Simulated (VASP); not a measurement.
Write the native input for VASP 6.6.1 that does the following.

| Quantity | Value |
| --- | --- |
| Task | single point |
| Functional | PBE |
| Potentials or basis | VASP PAW PBE potentials, release 64 (W_sv, Se) |
| Cutoff | 500 eV |
| k mesh | 6 × 6 × 1 |
| Occupations | gaussian, width 0.1 eV |
| Spin | no spin polarisation |
| Hubbard terms | W d U = 2.0 eV |
| Dipole correction | no |
| Further INCAR settings | ALGO = Normal; EDIFF = 1e-06; NBANDS = 20 |

The structure of WSe2 lies in POSCAR:

```
WSe2
1.0
    3.3179375931      0.0000000000      0.0000000000
   -1.6589687966      2.8734182438      0.0000000000
    0.0000000000      0.0000000000     16.6581424200
W Se
1 2
Direct
    0.0000000000      0.0000000000      0.0000000000
    0.3333333333      0.6666666667      0.0997865200
    0.3333333333      0.6666666667      0.9002134800
```

The input as run:

INCAR

```
ALGO = Normal
EDIFF = 1E-6
ENCUT = 500
GGA = PE
GGA_COMPAT = False
ISIF = 2
ISMEAR = 0
LASPH = True
LCHARG = False
LDAU = True
LDAUJ = 0 0
LDAUL = 2 -1
LDAUPRINT = 1
LDAUTYPE = 2
LDAUU = 2 0
LMAXMIX = 4
LREAL = False
LWAVE = False
NBANDS = 20
NELM = 200
PREC = Accurate
SIGMA = 0.1
```

KPOINTS

```
k-points
0
Gamma
  6 6 1
```

Potentials or basis: VASP PAW PBE potentials, release 64 (W_sv, Se).

The run is started by

```bash
$ cat potpaw_PBE.64/W_sv/POTCAR potpaw_PBE.64/Se/POTCAR > POTCAR
$ mpirun -np 1 vasp_std > vasp.out
```

Results of the run:

```yaml
Largest_force: 0.510 eV/Å
Band_gap_on_the_k_mesh: 1.49 eV
```

Caveat: spin-orbit coupling is left out, which moves the levels of the heavy elements.

It took 33 s on 1 thread of Intel(R) Xeon(R) 6975P-C (Granite Rapids), on a shared host, peak memory 0.25 GiB.
